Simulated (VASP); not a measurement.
# Zr4W (P4/mmm) in VASP: a series of runs

Zr4W is run at these levels: PBE; tasks: single point.

All numbers are computed with VASP 6.6.1; they aren't measurements. Logs are shortened: lines on timing, memory, paths and dates and some standing lists are left out, and cuts for length are marked.

### 1 The cell of the first run

It takes space group P4/mmm (No. 123, tetragonal). The conventional cell has a = 3.880 Å, b = 3.880 Å, c = 7.501 Å, α = 90.00°, β = 90.00°, γ = 90.00°. Zr (site symmetry 4mm) has 5 Zr at 2.61 to 3.12 Å and 4 W at 3.04 Å within 3.4 Å. Within 3.6 Å of Zr (site symmetry mmm) lie 8 Zr at 2.74 to 3.12 Å. W (site symmetry 4/mmm) has 8 Zr at 3.04 Å and 4 W at 3.88 Å within 4.0 Å.

### 2 Single point, PBE

INCAR

```
PREC = Accurate ; ENCUT = 520
EDIFF = 1E-6 ; ISMEAR = 0
SIGMA = 0.1 ; LREAL = False
LASPH = True ; NELM = 60
ALGO = Normal ; ISIF = 2
LWAVE = False ; LCHARG = False
GGA = PE ; NBANDS = 39
```

KPOINTS

```
Automatic mesh
0
Gamma
  4 4 4
```

POSCAR

```
Zr4W
1.0
    3.8804635628      0.0000000000      0.0000000000
    0.0000000000      3.8804635628      0.0000000000
    0.0000000000      0.0000000000      7.5006177317
Zr W
4 1
Direct
    0.5000000000      0.5000000000      0.7257086658
    0.0000000000      0.5000000000      0.3999969738
    0.5000000000      0.5000000000      0.0743001089
    0.5000000000      0.0000000000      0.3999969738
    0.0000000000      0.0000000000      0.8999972778
```

Potentials or basis: VASP PAW PBE potentials, release 64 (Zr_sv, W_sv).

Launch:

```sh
> cat potpaw_PBE.64/Zr_sv/POTCAR potpaw_PBE.64/W_sv/POTCAR > POTCAR
> mpirun -np 1 vasp_std > vasp.out
```

OUTCAR:

```text
PREC = Accurate
   ENCUT = 520
   EDIFF = 1E-6
   ISMEAR = 0
   LREAL = False
   LASPH = True
   NELM = 60
   ISIF = 2
   GGA = PE

 ion  position               nearest neighbor table
   1  0.500  0.500  0.726-   3 2.61   5 3.04   5 3.04   5 3.04   5 3.04   4 3.12   2 3.12   2 3.12
                             4 3.12
   2  0.000  0.500  0.400-   4 2.74   4 2.74   4 2.74   4 2.74   3 3.12   3 3.12   1 3.12   1 3.12

   3  0.500  0.500  0.074-   1 2.61   5 3.04   5 3.04   5 3.04   5 3.04   4 3.12   2 3.12   2 3.12
                             4 3.12
   4  0.500  0.000  0.400-   2 2.74   2 2.74   2 2.74   2 2.74   3 3.12   3 3.12   1 3.12   1 3.12

   5  0.000  0.000  0.900-   1 3.04   1 3.04   1 3.04   1 3.04   3 3.04   3 3.04   3 3.04   3 3.04

  LATTYP: Found a simple tetragonal cell.
 ALAT       =     3.8804635628
 C/A-ratio  =     1.9329179646

  Lattice vectors:

 A1 = (   3.8804635628,   0.0000000000,   0.0000000000)
 A2 = (   0.0000000000,   3.8804635628,   0.0000000000)
 A3 = (   0.0000000000,   0.0000000000,   7.5006177317)

Analysis of symmetry for initial positions (statically):
=====================================================================
 Subroutine PRICEL returns:
 Original cell was already a primitive cell.

 Routine SETGRP: Setting up the symmetry group for a
 simple tetragonal supercell.

 Subroutine GETGRP returns: Found  8 space group operations
 (whereof  8 operations were pure point group operations)
 out of a pool of 16 trial point group operations.

The static configuration has the point symmetry C_4v.

Analysis of symmetry for dynamics (positions and initial velocities):
=====================================================================
 Subroutine PRICEL returns:
 Original cell was already a primitive cell.

 Routine SETGRP: Setting up the symmetry group for a
 simple tetragonal supercell.

 Subroutine GETGRP returns: Found  8 space group operations
 (whereof  8 operations were pure point group operations)
 out of a pool of 16 trial point group operations.

The dynamic configuration has the point symmetry C_4v.

 Subroutine INISYM returns: Found  8 space group operations
 (whereof  8 operations are pure point group operations),
 and found     1 'primitive' translations

----------------------------------------------------------------------------------------

                                     Primitive cell

  volume of cell :     112.9443

  direct lattice vectors                    reciprocal lattice vectors
     3.880463563  0.000000000  0.000000000     0.257701170  0.000000000  0.000000000
     0.000000000  3.880463563  0.000000000     0.000000000  0.257701170  0.000000000
     0.000000000  0.000000000  7.500617732     0.000000000  0.000000000  0.133322352

  length of vectors
     3.880463563  3.880463563  7.500617732     0.257701170  0.257701170  0.133322352

  position of ions in fractional coordinates (direct lattice)
     0.500000000  0.500000000  0.725708666
     0.000000000  0.500000000  0.399996974
     0.500000000  0.500000000  0.074300109
     0.500000000  0.000000000  0.399996974
     0.000000000  0.000000000  0.899997278

  ion indices of the primitive-cell ions
   primitive index   ion index
                 1           1
                 2           2
                 3           3
                 4           4
                 5           5

----------------------------------------------------------------------------------------

 KPOINTS: Automatic mesh

Automatic generation of k-mesh.
 Grid dimensions read from file:
 generate k-points for:    4    4    4

 Generating k-lattice:

  Cartesian coordinates                     Fractional coordinates (reciprocal lattice)
     0.064425292  0.000000000  0.000000000     0.250000000  0.000000000  0.000000000
     0.000000000  0.064425292  0.000000000     0.000000000  0.250000000  0.000000000
     0.000000000  0.000000000  0.033330588     0.000000000  0.000000000  0.250000000

  Length of vectors
     0.064425292  0.064425292  0.033330588

  Shift w.r.t. Gamma in fractional coordinates (k-lattice)
     0.000000000  0.000000000  0.000000000

 Subroutine IBZKPT returns following result:
 ===========================================

 Found     18 irreducible k-points:

 Following reciprocal coordinates:
            Coordinates               Weight
  0.000000  0.000000  0.000000      1.000000
  0.250000  0.000000  0.000000      4.000000
  0.500000  0.000000  0.000000      2.000000
  0.250000  0.250000  0.000000      4.000000
  0.500000  0.250000  0.000000      4.000000
  0.500000  0.500000  0.000000      1.000000
[... 10 lines left out ...]
  0.500000  0.250000  0.500000      4.000000
  0.500000  0.500000  0.500000      1.000000
   k-points           NKPTS =     18   k-points in BZ     NKDIM =     18   number of bands    NBANDS=     39
   number of dos      NEDOS =    301   number of ions     NIONS =      5
   total plane-waves  NPLWV =  50400
   dimension x,y,z NGX =    30 NGY =   30 NGZ =   56
   dimension x,y,z NGXF=    60 NGYF=   60 NGZF=  112
   ions per type =               4   1
   NGX,Y,Z   is equivalent  to a cutoff of  12.85, 12.85, 12.41 a.u.
   NGXF,Y,Z  is equivalent  to a cutoff of  25.71, 25.71, 24.82 a.u.
 SYSTEM =  unknown system
   PREC   = accura    normal or accurate (medium, high low for compatibility)
   ISTART =      0    job   : 0-new  1-cont  2-samecut
   ICHARG =      2    charge: 1-file 2-atom 10-const
   ISPIN  =      1    spin polarized calculation?
   LNONCOLLINEAR =      F non collinear calculations
   LSORBIT =      F    spin-orbit coupling
   LASPH  =      T    aspherical Exc in radial PAW
   ENCUT  =  520.0 eV  38.22 Ry    6.18 a.u.   7.22  7.22 13.95*2*pi/ulx,y,z
   NELM   =     60;   NELMIN=  2; NELMDL= -5     # of ELM steps
   EDIFF  = 0.1E-05   stopping-criterion for ELM
   LREAL  =      F    real-space projection
   EDIFFG = 0.1E-04   stopping-criterion for IOM
   NSW    =      0    number of steps for IOM
   IBRION =     -1    ionic relax: 0-MD 1-quasi-New 2-CG
   NFREE  =      0    steps in history (QN), initial steepest desc. (CG)
   ISIF   =      2    stress and relaxation
   ISYM   =      2    0-nonsym 1-usesym 2-fastsym
   POTIM  = 0.5000    time-step for ionic-motion
   TEBEG  =    0.0;   TEEND  =   0.0 temperature during run
   PSTRESS=    0.0 pullay stress
   NELECT =      62.0000    total number of electrons
   NUPDOWN=      -1.0000    fix difference up-down
   EMIN   =  10.00;   EMAX   =-10.00  energy-range for DOS
   EFERMI =   0.00;   METHOD = LEGACY
   ISMEAR =     0;   SIGMA  =   0.10  broadening in eV -4-tet -1-fermi 0-gaus
   EFERMI_NEDOS =   21; number of points for ismear=-14 and -15
   IALGO  =     38    algorithm
   IMIX   =      4    mixing-type and parameters
     AMIX     =   0.40;   BMIX     =  1.00
     AMIX_MAG =   1.60;   BMIX_MAG =  1.00
  volume/ion in A,a.u.               =      22.59       152.44
  Fermi-wavevector in a.u.,A,eV,Ry     =   1.340450  2.533083 24.447035  1.796806
  Thomas-Fermi vector in A             =   2.468762
   LORBIT       =      0    0 simple, 1 ext, 2 COOP (PROOUT), +10 PAW based schemes
   GGA     = PE    functional components
   LHFCALC =     F    Hartree Fock is set to
   AEXX    =    0.0000 exact exchange contribution
   IVDW    =     0    specifies the selected vdW correction
   LEPSILON=     F    determine dielectric tensor
   LRPA    =     F    only Hartree local field effects (RPA)
 non-spin polarized calculation
 Gauss-broadening in eV      SIGMA  =   0.10
  energy-cutoff  :      520.00
  volume of cell :      112.94
 maximum number of plane-waves:      3088
 NGX is ok and might be reduce to    30
   NGX = 15   NGY = 15   NGZ = 27

 number of electron      62.0000003 magnetization

 Free energy of the ion-electron system (eV)
  ---------------------------------------------------
  ext. energy  EPLUGINS =         0.00000000
  ---------------------------------------------------
  free energy    TOTEN  =       -43.07655805 eV

  energy without entropy =      -43.04111611  energy(sigma->0) =      -43.05883708

 E-fermi :   8.5193     XC(G=0): -11.2252

 val. band max:        8.5168978443   @ k =   0.5000   0.0000   0.2500
 cond. band min:       8.5209166414   @ k =   0.5000   0.2500   0.2500
 fundamental gap:      0.0040187971
 Fermi energy:         8.5192857879

 k-point     1 :       0.0000    0.0000    0.0000
  band No.  band energies     occupation
      1     -65.3646      2.00000
      2     -40.0896      2.00000
      3     -39.9154      2.00000
      4     -39.8506      2.00000
      5     -39.4228      2.00000
      6     -29.5406      2.00000
[... 31 lines left out ...]
     38      10.9427      0.00000
     39      11.1255      0.00000

 k-point     2 :       0.2500    0.0000    0.0000
  band No.  band energies     occupation
      1     -65.3644      2.00000
      2     -40.0752      2.00000
      3     -39.8533      2.00000
      4     -39.8484      2.00000
      5     -39.4996      2.00000
      6     -29.5413      2.00000
[... 31 lines left out ...]
     38      10.8385      0.00000
     39      11.0833      0.00000

 k-point     3 :       0.5000    0.0000    0.0000
  band No.  band energies     occupation
      1     -65.3642      2.00000
      2     -40.0649      2.00000
      3     -39.8463      2.00000
      4     -39.6845      2.00000
      5     -39.6791      2.00000
      6     -29.5421      2.00000
[... 31 lines left out ...]
     38      10.6135      0.00000
     39      10.7518      0.00000

 k-point     4 :       0.2500    0.2500    0.0000
  band No.  band energies     occupation
      1     -65.3642      2.00000
      2     -40.0669      2.00000
      3     -39.8464      2.00000
      4     -39.8044      2.00000
      5     -39.5523      2.00000
      6     -29.5409      2.00000
[... 31 lines left out ...]
     38      10.6517      0.00000
     39      10.7823      0.00000
[... 502 lines left out ...]
     38      10.7495      0.00000
     39      10.8029      0.00000

 k-point    17 :       0.5000    0.2500    0.5000
  band No.  band energies     occupation
      1     -65.3640      2.00000
      2     -40.0569      2.00000
      3     -39.8509      2.00000
      4     -39.6811      2.00000
      5     -39.6746      2.00000
      6     -29.5405      2.00000
[... 31 lines left out ...]
     38      10.2686      0.00000
     39      10.5081      0.00000

 k-point    18 :       0.5000    0.5000    0.5000
  band No.  band energies     occupation
      1     -65.3639      2.00000
      2     -40.0543      2.00000
      3     -39.8425      2.00000
      4     -39.6777      2.00000
      5     -39.6777      2.00000
      6     -29.5390      2.00000
[... 31 lines left out ...]
     38      10.2311      0.00000
     39      10.2739      0.00000

------------------------ aborting loop because EDIFF is reached ----------------------------------------

  FORCE on cell =-STRESS in cart. coord.  units (eV):
  Direction    XX          YY          ZZ          XY          YZ          ZX
  --------------------------------------------------------------------------------------
  -------------------------------------------------------------------------------------
  Total        0.0523007      0.0523007      0.2497922      0.0000000      0.0000000      0.0000000
  in kB        0.7419141      0.7419141      3.5434414      0.0000000      0.0000000      0.0000000
  external PRESSURE =       1.6757566 kB  Pullay stress =       0.0000000 kB

 VOLUME and BASIS-vectors are now :
 -----------------------------------------------------------------------------
  energy-cutoff  :      520.00
  volume of cell :      112.94
      direct lattice vectors                 reciprocal lattice vectors
     3.880463563  0.000000000  0.000000000     0.257701170  0.000000000  0.000000000
     0.000000000  3.880463563  0.000000000     0.000000000  0.257701170  0.000000000
     0.000000000  0.000000000  7.500617732     0.000000000  0.000000000  0.133322352

 POSITION                                       TOTAL-FORCE (eV/Angst)
 -----------------------------------------------------------------------------------
      1.94023      1.94023      5.44326        -0.000000      0.000000     -0.044359
      0.00000      1.94023      3.00022        -0.000000     -0.000000      0.000262
      1.94023      1.94023      0.55730         0.000000      0.000000      0.043579
      1.94023      0.00000      3.00022        -0.000000     -0.000000      0.000262
      0.00000      0.00000      6.75054        -0.000000     -0.000000      0.000256
 -----------------------------------------------------------------------------------
    total drift:                                0.000000      0.000000      0.000193

  FREE ENERGIE OF THE ION-ELECTRON SYSTEM (eV)
  ---------------------------------------------------
  free  energy   TOTEN  =       -43.0765580539 eV

  energy  without entropy=      -43.0411161094  energy(sigma->0) =      -43.05883708
```

Run time: 2.1 min. Hardware: 1 thread of Oxide Virtual Turin-like, shared host; peak memory 0.21 GiB.

Results:

- Free energy: -43.0766 eV
- Pressure: 0.2 GPa
- Largest force: 0.044 eV/Å
- Band gap on the k mesh: zero (bands 31 and 32 overlap by 0.63 eV)

Forces on the atoms (eV/Å):
```
Zr   0.000  0.000 -0.044
Zr   0.000  0.000  0.000
Zr   0.000  0.000  0.044
Zr   0.000  0.000  0.000
W    0.000  0.000  0.000
```

Stress tensor (GPa, compression positive):
```
0.07 0.00 0.00
0.00 0.07 0.00
0.00 0.00 0.35
```

Caveat: the k points lie up to 0.40 Å⁻¹ apart, too coarse for converged energies and pressures of a metal; spin-orbit coupling is left out, which moves the levels of the heavy elements.

(Continued in part 2 of 2.)
